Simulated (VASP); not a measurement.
Set up this calculation in VASP 6.6.1, as the native input.

```
Task                   : single point
Functional             : PBE
Potentials or basis    : VASP PAW PBE potentials, release 64 (Ti_sv, Al)
Cutoff                 : 520 eV
k mesh                 : 1 × 1 × 1
Occupations            : gaussian, width 0.1 eV
Spin                   : no spin polarisation
Dipole correction      : no
Further INCAR settings : ALGO = Fast; EDIFF = 1e-07; NBANDS = 18
```

The structure of TiAl3 lies in POSCAR:

```
TiAl3
1.0
    2.8396770000      0.0000000000      0.0000000000
    0.0000000000      4.6812640000      0.0000000000
    0.0000000000      0.0000000000      4.9007420000
Ti Al
1 3
Direct
    0.0000000000      0.5000000000      0.1659160000
    0.5000000000      0.5000000000      0.6672710000
    0.5000000000      0.0000000000      0.3309120000
    0.0000000000      0.0000000000      0.8359000000
```

The input as run:

INCAR

```
ALGO     = Fast           # electronic algorithm
EDIFF    = 1E-7           # SCF threshold, eV
ENCUT    = 520            # plane-wave cutoff, eV
GGA      = PE             # functional
ISIF     = 2              # what is computed and relaxed
ISMEAR   = 0              # smearing method
LASPH    = True           # aspherical terms in the spheres
LCHARG   = False          # write CHGCAR
LREAL    = False          # projectors in reciprocal space
LWAVE    = False          # write WAVECAR
NBANDS   = 18             # bands
NELM     = 100            # most SCF steps
PREC     = Accurate       # precision mode
SIGMA    = 0.1            # smearing width, eV
```

KPOINTS

```
k-points
0
Gamma
  1 1 1
```

Potentials or basis: VASP PAW PBE potentials, release 64 (Ti_sv, Al).

The run is started by

```sh
$ cat potpaw_PBE.64/Ti_sv/POTCAR potpaw_PBE.64/Al/POTCAR > POTCAR
$ mpirun -np 1 vasp_gam > vasp.out
```

Results of the run:

The pressure is -8.9 GPa and the largest force is 2.951 eV/Å.

Caveat: the k points lie up to 2.21 Å⁻¹ apart; forces of over 1 eV/Å act on the atoms, so gaps and moduli don't describe the material at rest.

It took 4.5 s on 1 thread of Intel(R) Xeon(R) 6975P-C (Granite Rapids), on a shared host, peak memory 0.15 GiB.
